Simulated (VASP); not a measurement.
Runs of VASP 6.6.1 on Ba. It takes space group P4/mmm (No. 123, tetragonal). The conventional cell has a = 4.000 Å, b = 4.000 Å, c = 3.606 Å, α = 90.00°, β = 90.00°, γ = 90.00°. Within 4.7 Å of Ba (site symmetry 4/mmm) lie 6 Ba at 3.61 to 4.00 Å. 

```csv
smearing,gap on the mesh (eV),pressure (GPa)
fermi-dirac 0.025 eV,none,-0.1
fermi-dirac 0.1 eV,none,0.0
fermi-dirac 0.25 eV,none,(a)
fermi-dirac 0.05 eV,none,0.0
```

Alike in all rows: task single point; level PBEsol; potentials or basis VASP PAW PBE potentials, release 64 (Ba_sv); no spin polarisation; cell as given; k mesh 7 × 7 × 8; cutoff (eV) 520.

Q: Estimate the missing entries.

A: (a) 0.3.

Caveats: the PAW data sets were made with another functional, which shifts forces and pressure a little; spin-orbit coupling is left out, which moves the levels of the heavy elements.

A k mesh can miss the band edges, and the runs leave out spin-orbit coupling on Ba.

A gap of «none» marks levels without a gap at the run's occupations.
